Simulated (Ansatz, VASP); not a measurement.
**One calculation of Ti, two programs**

```xyz
1
Lattice="0.0000 2.0434 2.0434 2.0434 0.0000 2.0434 2.0434 2.0434 0.0000" Properties=species:S:1:pos:R:3 pbc="T T T"
Ti    0.0000    0.0000    0.0000
```

Change from the starting cell: volume scaled by 1.02, crystal datasets.

Alike in both runs: task electric field gradients; functional PBE; k mesh 15 × 15 × 15; occupations fermi-dirac, width 0.05 eV; no spin polarisation.

```csv
,VASP,Ansatz
version,VASP 6.6.1,Ansatz 0.2.0
potentials or method,"VASP PAW PBE potentials, release 64 (Ti_sv), cutoff 520 eV","all-electron PAW with datasets made for the crystal, scalar-relativistic"
```

|  | VASP | Ansatz | Ansatz less VASP |
| --- | --- | --- | --- |
| pressure (GPa) | 1.8 | 2.1 | +0.29 |

Ansatz ran all-electron here, and VASP with PAW potentials.
